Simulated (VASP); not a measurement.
# CoSn (P6/mmm) in VASP: further runs, part 2 of 2

VASP 6.6.1.

### Step 4. Single point, PBEsol (16.88 Å³/atom)

This run uses another cell than the first one, of 16.88 Å³/atom.

INCAR

```
PREC = Accurate
ENCUT = 520
EDIFF = 1E-7
ISMEAR = 0
SIGMA = 0.1
LREAL = False
LASPH = True
NELM = 100
ALGO = Fast
ISIF = 2
LWAVE = False
LCHARG = False
GGA = PS
NBANDS = 44
```

KPOINTS

```
Automatic mesh
0
Gamma
  12 12 8
```

POSCAR

```
CoSn
1.0
    5.2713995321      0.0000000000      0.0000000000
   -2.6356997660      4.5651659083      0.0000000000
    0.0000000000      0.0000000000      4.2097465694
Co Sn
3 3
Direct
    0.0000000000      0.5000000000      0.0000000000
    0.5000000000      0.5000000000      0.0000000000
    0.5000000000      0.0000000000      0.0000000000
    0.6666666667      0.3333333333      0.5000000000
    0.3333333333      0.6666666667      0.5000000000
    0.0000000000      0.0000000000      0.0000000000
```

Potentials or basis: VASP PAW PBE potentials, release 64 (Co, Sn_d).

Run with:

```bash
$ cat potpaw_PBE.64/Co/POTCAR potpaw_PBE.64/Sn_d/POTCAR > POTCAR
$ mpirun -np 1 vasp_std > vasp.out
```

OUTCAR:

```text
PREC = Accurate
   ENCUT = 520
   EDIFF = 1E-7
   ISMEAR = 0
   LREAL = False
   LASPH = True
   NELM = 100
   ISIF = 2
   GGA = PS

 ion  position               nearest neighbor table
   1  0.000  0.500  0.000-   4 2.60   5 2.60   4 2.60   5 2.60   6 2.64   6 2.64   2 2.64   2 2.64
                             3 2.64   3 2.64
   2  0.500  0.500  0.000-   4 2.60   5 2.60   4 2.60   5 2.60   3 2.64   3 2.64   1 2.64   1 2.64
                             6 2.64   6 2.64
   3  0.500  0.000  0.000-   4 2.60   5 2.60   4 2.60   5 2.60   2 2.64   2 2.64   6 2.64   6 2.64
                             1 2.64   1 2.64
   4  0.667  0.333  0.500-   3 2.60   3 2.60   1 2.60   1 2.60   2 2.60   2 2.60   5 3.04   5 3.04
                             5 3.04   6 3.70   6 3.70   6 3.70   6 3.70   6 3.70   6 3.70
   5  0.333  0.667  0.500-   3 2.60   3 2.60   1 2.60   1 2.60   2 2.60   2 2.60   4 3.04   4 3.04
                             4 3.04   6 3.70   6 3.70   6 3.70   6 3.70   6 3.70   6 3.70
   6  0.000  0.000  0.000-   1 2.64   1 2.64   3 2.64   3 2.64   2 2.64   2 2.64   5 3.70   4 3.70
                             5 3.70   4 3.70   4 3.70   4 3.70   5 3.70   5 3.70   4 3.70   5 3.70

  LATTYP: Found a hexagonal cell.
 ALAT       =     5.2713995321
 C/A-ratio  =     0.7986013095

  Lattice vectors:

 A1 = (   5.2713995321,   0.0000000000,   0.0000000000)
 A2 = (  -2.6356997660,   4.5651659083,   0.0000000000)
 A3 = (   0.0000000000,   0.0000000000,   4.2097465694)

Analysis of symmetry for initial positions (statically):
=====================================================================
 Subroutine PRICEL returns:
 Original cell was already a primitive cell.

 Routine SETGRP: Setting up the symmetry group for a
 hexagonal supercell.

 Subroutine GETGRP returns: Found 24 space group operations
 (whereof 24 operations were pure point group operations)
 out of a pool of 24 trial point group operations.

The static configuration has the point symmetry D_6h.

Analysis of symmetry for dynamics (positions and initial velocities):
=====================================================================
 Subroutine PRICEL returns:
 Original cell was already a primitive cell.

 Routine SETGRP: Setting up the symmetry group for a
 hexagonal supercell.

 Subroutine GETGRP returns: Found 24 space group operations
 (whereof 24 operations were pure point group operations)
 out of a pool of 24 trial point group operations.

The dynamic configuration has the point symmetry D_6h.

 Subroutine INISYM returns: Found 24 space group operations
 (whereof 24 operations are pure point group operations),
 and found     1 'primitive' translations

----------------------------------------------------------------------------------------

                                     Primitive cell

  volume of cell :     101.3068

  direct lattice vectors                    reciprocal lattice vectors
     5.271399532  0.000000000  0.000000000     0.189702942  0.109525045  0.000000000
    -2.635699766  4.565165908  0.000000000     0.000000000  0.219050089  0.000000000
     0.000000000  0.000000000  4.209746569     0.000000000  0.000000000  0.237543991

  length of vectors
     5.271399532  5.271399532  4.209746569     0.219050089  0.219050089  0.237543991

  position of ions in fractional coordinates (direct lattice)
     0.000000000  0.500000000  0.000000000
     0.500000000  0.500000000  0.000000000
[... 42 lines left out ...]
  0.000000  0.000000  0.000000      1.000000
  0.083333 -0.000000  0.000000      6.000000
  0.166667 -0.000000  0.000000      6.000000
  0.250000 -0.000000  0.000000      6.000000
  0.333333  0.000000  0.000000      6.000000
  0.416667  0.000000  0.000000      6.000000
[... 16 lines left out ...]
  0.250000 -0.000000  0.125000     12.000000
  0.333333  0.000000  0.125000     12.000000
 [... further k-points ...]
   k-points           NKPTS =     95   k-points in BZ     NKDIM =     95   number of bands    NBANDS=     44
   number of dos      NEDOS =    301   number of ions     NIONS =      6
   total plane-waves  NPLWV =  51200
   dimension x,y,z NGX =    40 NGY =   40 NGZ =   32
   dimension x,y,z NGXF=    80 NGYF=   80 NGZF=   64
   ions per type =               3   3
   NGX,Y,Z   is equivalent  to a cutoff of  12.61, 12.61, 12.64 a.u.
   NGXF,Y,Z  is equivalent  to a cutoff of  25.23, 25.23, 25.27 a.u.
 SYSTEM =  unknown system
   PREC   = accura    normal or accurate (medium, high low for compatibility)
   ISTART =      0    job   : 0-new  1-cont  2-samecut
   ICHARG =      2    charge: 1-file 2-atom 10-const
   ISPIN  =      1    spin polarized calculation?
   LNONCOLLINEAR =      F non collinear calculations
   LSORBIT =      F    spin-orbit coupling
   LASPH  =      T    aspherical Exc in radial PAW
   ENCUT  =  520.0 eV  38.22 Ry    6.18 a.u.   9.80  9.80  7.83*2*pi/ulx,y,z
   NELM   =    100;   NELMIN=  2; NELMDL= -5     # of ELM steps
   EDIFF  = 0.1E-06   stopping-criterion for ELM
   LREAL  =      F    real-space projection
   EDIFFG = 0.1E-05   stopping-criterion for IOM
   NSW    =      0    number of steps for IOM
   IBRION =     -1    ionic relax: 0-MD 1-quasi-New 2-CG
   NFREE  =      0    steps in history (QN), initial steepest desc. (CG)
   ISIF   =      2    stress and relaxation
   ISYM   =      2    0-nonsym 1-usesym 2-fastsym
   POTIM  = 0.5000    time-step for ionic-motion
   TEBEG  =    0.0;   TEEND  =   0.0 temperature during run
   PSTRESS=    0.0 pullay stress
   NELECT =      69.0000    total number of electrons
   NUPDOWN=      -1.0000    fix difference up-down
   EMIN   =  10.00;   EMAX   =-10.00  energy-range for DOS
   EFERMI =   0.00;   METHOD = LEGACY
   ISMEAR =     0;   SIGMA  =   0.10  broadening in eV -4-tet -1-fermi 0-gaus
   EFERMI_NEDOS =   21; number of points for ismear=-14 and -15
   IALGO  =     68    algorithm
   IMIX   =      4    mixing-type and parameters
     AMIX     =   0.40;   BMIX     =  1.00
     AMIX_MAG =   1.60;   BMIX_MAG =  1.00
  volume/ion in A,a.u.               =      16.88       113.94
  Fermi-wavevector in a.u.,A,eV,Ry     =   1.440384  2.721932 28.228101  2.074707
  Thomas-Fermi vector in A             =   2.559134
   LORBIT       =      0    0 simple, 1 ext, 2 COOP (PROOUT), +10 PAW based schemes
   GGA     = PS    functional components
   LHFCALC =     F    Hartree Fock is set to
   AEXX    =    0.0000 exact exchange contribution
   IVDW    =     0    specifies the selected vdW correction
   LEPSILON=     F    determine dielectric tensor
   LRPA    =     F    only Hartree local field effects (RPA)
 non-spin polarized calculation
 RMM-DIIS sequential band-by-band and
 Gauss-broadening in eV      SIGMA  =   0.10
  energy-cutoff  :      520.00
  volume of cell :      101.31
 maximum number of plane-waves:      2750
 NGX is ok and might be reduce to    40
   NGX = 19   NGY = 19   NGZ = 15

 number of electron      69.0000012 magnetization

 Free energy of the ion-electron system (eV)
  ---------------------------------------------------
  ext. energy  EPLUGINS =         0.00000000
  ---------------------------------------------------
  free energy    TOTEN  =       -36.94299624 eV

  energy without entropy =      -36.93021598  energy(sigma->0) =      -36.93660611

 E-fermi :   9.7675     XC(G=0): -11.9381

 val. band max:        9.7519444024   @ k =   0.3333   0.0000   0.1250
 cond. band min:       9.7988166636   @ k =   0.2500  -0.0000   0.0000
 fundamental gap:      0.0468722612
 Fermi energy:         9.7675413843

 k-point     1 :       0.0000    0.0000    0.0000
  band No.  band energies     occupation
      1     -11.6073      2.00000
      2     -11.4945      2.00000
      3     -11.4945      2.00000
      4     -11.4783      2.00000
      5     -11.4783      2.00000
      6     -11.3859      2.00000
[... 1117 lines left out ...]
     43      14.6127      0.00000
     44      16.2810      0.00000

 [... further k-points ...]
[... 5 lines left out ...]
  --------------------------------------------------------------------------------------
  -------------------------------------------------------------------------------------
  Total       -2.5458646     -2.5458646     -2.6056984     -0.0000000      0.0000000     -0.0000000
  in kB      -40.2631205    -40.2631205    -41.2093995     -0.0000000      0.0000000     -0.0000000
  external PRESSURE =     -40.5785468 kB  Pullay stress =       0.0000000 kB

 VOLUME and BASIS-vectors are now :
 -----------------------------------------------------------------------------
  energy-cutoff  :      520.00
  volume of cell :      101.31
      direct lattice vectors                 reciprocal lattice vectors
     5.271399532  0.000000000  0.000000000     0.189702942  0.109525045  0.000000000
    -2.635699766  4.565165908  0.000000000     0.000000000  0.219050089  0.000000000
     0.000000000  0.000000000  4.209746569     0.000000000  0.000000000  0.237543991

 POSITION                                       TOTAL-FORCE (eV/Angst)
 -----------------------------------------------------------------------------------
     -1.31785      2.28258      0.00000         0.000000      0.000000      0.000000
      1.31785      2.28258      0.00000         0.000000      0.000000      0.000000
      2.63570      0.00000      0.00000         0.000000      0.000000      0.000000
      2.63570      1.52172      2.10487        -0.000000      0.000000      0.000000
     -0.00000      3.04344      2.10487         0.000000      0.000000      0.000000
      0.00000      0.00000      0.00000         0.000000      0.000000      0.000000
 -----------------------------------------------------------------------------------
    total drift:                               -0.000000      0.000000     -0.000000

  FREE ENERGIE OF THE ION-ELECTRON SYSTEM (eV)
  ---------------------------------------------------
  free  energy   TOTEN  =       -36.9429962433 eV

  energy  without entropy=      -36.9302159805  energy(sigma->0) =      -36.93660611
```

OSZICAR:

```text
N       E                     dE             d eps       ncg     rms          rms(c)
DAV:   1     0.690125386474E+03    0.69013E+03   -0.31217E+04  8492   0.248E+03
DAV:   2     0.690159844889E+02   -0.62111E+03   -0.60207E+03  8360   0.604E+02
DAV:   3    -0.345022965368E+02   -0.10352E+03   -0.10051E+03  8540   0.224E+02
DAV:   4    -0.399112912936E+02   -0.54090E+01   -0.53655E+01  9564   0.574E+01
DAV:   5    -0.400762557735E+02   -0.16496E+00   -0.16489E+00 11244   0.915E+00    0.159E+01
RMM:   6    -0.424143332764E+02   -0.23381E+01   -0.37438E+01  9030   0.412E+01    0.180E+01
RMM:   7    -0.372588289726E+02    0.51555E+01   -0.11381E+01  8983   0.251E+01    0.444E+00
RMM:   8    -0.369418840117E+02    0.31694E+00   -0.87774E-01  9584   0.495E+00    0.921E-01
RMM:   9    -0.369413880472E+02    0.49596E-03   -0.16203E-01 11849   0.226E+00    0.280E-01
RMM:  10    -0.369426460221E+02   -0.12580E-02   -0.31867E-02 13169   0.947E-01    0.177E-01
RMM:  11    -0.369428839748E+02   -0.23795E-03   -0.54686E-03 13950   0.435E-01    0.113E-01
RMM:  12    -0.369429613081E+02   -0.77333E-04   -0.12879E-03 14671   0.179E-01    0.288E-02
RMM:  13    -0.369429901323E+02   -0.28824E-04   -0.28970E-04 15052   0.776E-02    0.158E-02
RMM:  14    -0.369429941858E+02   -0.40534E-05   -0.54585E-05 14430   0.362E-02    0.859E-03
RMM:  15    -0.369429958432E+02   -0.16574E-05   -0.18078E-05 14420   0.187E-02    0.262E-03
RMM:  16    -0.369429962859E+02   -0.44274E-06   -0.46425E-06 11585   0.104E-02    0.278E-03
RMM:  17    -0.369429963205E+02   -0.34566E-07   -0.17293E-06  9837   0.565E-03    0.109E-03
RMM:  18    -0.369429962433E+02    0.77153E-07   -0.48451E-07  6362   0.376E-03
   1 F= -.36942996E+02 E0= -.36936606E+02  d E =-.127803E-01
```

It took 4.1 min on 1 thread of Intel Xeon 6975P-C (Granite Rapids), shared host; peak memory 0.45 GiB.

What came out:

| Quantity | Value |
| --- | --- |
| Free energy | -36.9430 eV |
| Pressure | -4.1 GPa |
| Band gap on the k mesh | zero (an odd number of electrons rules out a gap without spin polarisation) |

Levels at points of the mesh, in eV from the Fermi level:
| k point | band 31 | band 32 | band 33 | band 34 | band 35 | band 36 | band 37 | band 38 |
| --- | --- | --- | --- | --- | --- | --- | --- | --- |
| (0.00, 0.00, 0.00) | -0.42 | -0.42 | -0.39 | -0.39 | 0.51 | 0.62 | 1.38 | 1.38 |
| (0.50, 0.00, 0.00) | -0.62 | -0.41 | -0.40 | 0.73 | 1.03 | 1.68 | 1.82 | 2.51 |
| (0.00, 0.00, 0.50) | -0.93 | -0.48 | -0.48 | -0.48 | -0.38 | -0.38 | -0.15 | 0.51 |
| (0.50, 0.00, 0.50) | -0.95 | -0.68 | -0.48 | -0.41 | -0.39 | -0.12 | 0.44 | 1.26 |

Caveat: the cell stands under tension; the PAW data sets were made with another functional, which shifts forces and pressure a little; spin-orbit coupling is left out, which moves the levels of the heavy elements; the run has no spin polarisation, though such a crystal can be magnetic. Spin polarisation is off, so any magnetic state and its effect on volume and gap are missing.

### Step 5. Single point, PBEsol (17.38 Å³/atom)

This run uses another cell than the first one, of 17.38 Å³/atom.

INCAR

```
  PREC = Accurate
  ENCUT = 520
  EDIFF = 1E-6
  ISMEAR = 0
  SIGMA = 0.1
  LREAL = False
  LASPH = True
  NELM = 60
  ALGO = Fast
  ISIF = 2
  LWAVE = False
  LCHARG = False
  GGA = PS
  NBANDS = 44
```

KPOINTS is that of step 4.

POSCAR: that of step 4 with these lines changed.

```diff
@@ -2,5 +2,5 @@
 1.0
-    5.2713995321      0.0000000000      0.0000000000
-   -2.6356997660      4.5651659083      0.0000000000
-    0.0000000000      0.0000000000      4.2097465694
+    5.3220891756      0.0000000000      0.0000000000
+   -2.6610445878      4.6090644273      0.0000000000
+    0.0000000000      0.0000000000      4.2502273851
 Co Sn
```

Run with:

```bash
$ cat potpaw_PBE.64/Co/POTCAR potpaw_PBE.64/Sn_d/POTCAR > POTCAR
$ mpirun -np 1 vasp_std > vasp.out
```

Run time: 3.4 min. Hardware: 1 thread of Intel Xeon 6975P-C (Granite Rapids), shared host; peak memory 0.46 GiB.

The run converged. Its results:

| Item | Value |
| --- | --- |
| Free energy | -36.8373 eV |
| Pressure | -7.4 GPa |
| Band gap on the k mesh | zero (an odd number of electrons rules out a gap without spin polarisation) |

Stress tensor (GPa, compression positive):
```
-7.37  0.00  0.00
 0.00 -7.37  0.00
 0.00  0.00 -7.46
```

Levels at points of the mesh, in eV from the Fermi level:
```tsv
k point	band 30	band 31	band 32	band 33	band 34	band 35	band 36	band 37	band 38	band 39
(0.00, 0.00, 0.00)	-0.41	-0.40	-0.40	-0.38	-0.38	0.48	0.56	1.32	1.32	2.86
(0.50, 0.00, 0.00)	-0.88	-0.60	-0.39	-0.39	0.70	0.99	1.58	1.77	2.36	3.23
(0.00, 0.00, 0.50)	-0.90	-0.90	-0.46	-0.46	-0.46	-0.36	-0.36	-0.13	0.48	1.13
(0.50, 0.00, 0.50)	-1.16	-0.92	-0.66	-0.46	-0.39	-0.37	-0.13	0.43	1.21	3.82
```

Caveat: the cell stands under tension; the PAW data sets were made with another functional, which shifts forces and pressure a little; spin-orbit coupling is left out, which moves the levels of the heavy elements; the run has no spin polarisation, though such a crystal can be magnetic. Spin polarisation is off, so any magnetic state and its effect on volume and gap are missing.

### Step 6. Overview

```tsv
cell	further INCAR settings	gap on the mesh (eV)	pressure (GPa)
a = 5.220, b = 5.220, c = 4.168 Å, angles 90.0, 90.0, 120.0°, 6 atoms	ALGO = Fast; EDIFF = 1e-07; NBANDS = 44	none	-0.1
a = 5.246, b = 5.246, c = 4.188 Å, angles 90.0, 90.0, 120.0°, 6 atoms	ALGO = Fast; EDIFF = 1e-06; NBANDS = 44	none	-2.2
a = 5.271, b = 5.271, c = 4.210 Å, angles 90.0, 90.0, 120.0°, 6 atoms	ALGO = Fast; EDIFF = 1e-07; NBANDS = 44	none	-4.1
a = 5.322, b = 5.322, c = 4.250 Å, angles 90.0, 90.0, 120.0°, 6 atoms	ALGO = Fast; EDIFF = 1e-06; NBANDS = 44	none	-7.4
```

Alike in all rows: task single point; level PBEsol; potentials or basis VASP PAW PBE potentials, release 64 (Co, Sn_d); no spin polarisation; k mesh 12 × 12 × 8; cutoff (eV) 520; smearing gaussian 0.1 eV.

Caveats: the PAW data sets were made with another functional, which shifts forces and pressure a little; spin-orbit coupling is left out, which moves the levels of the heavy elements; the run has no spin polarisation, though such a crystal can be magnetic; the cell stands under tension (at least some runs).

Absolute energies hang on the potentials; compare differences alone.
